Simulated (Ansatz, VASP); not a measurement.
**Lu: VASP beside Ansatz**

```xyz
2
Lattice="3.3824 0.0000 0.0000 -1.6912 2.9292 0.0000 0.0000 0.0000 5.2524" Properties=species:S:1:pos:R:3 pbc="T T T"
Lu    0.0000    1.9528    1.3131
Lu    1.6912    0.9764    3.9393
```

Alike in both runs: task single point; functional LDA; k mesh 11 × 11 × 6; occupations methfessel-paxton of order 1, width 0.01 eV; no spin polarisation.

```csv
,VASP,Ansatz
version,VASP 6.6.1,Ansatz 0.2.0
potentials or method,"VASP PAW PBE potentials, release 64 (Lu), cutoff 520 eV","plane waves (420 eV) with PAW, scalar-relativistic"
valence electrons in the cell,50,50
```

```tsv
	VASP	Ansatz	Ansatz less VASP
pressure (GPa)	-0.1	-0.4	-0.27
traceless stress, the component that is largest in VASP (GPa)	-0.50	-0.48	+0.022
```

VASP's potentials were made for PBE, not for LDA, and Ansatz warns of the same on its side. LDA's correlation is that of Perdew and Zunger in VASP and of Perdew and Wang (1992) in Ansatz.

Spin-orbit coupling is off throughout.
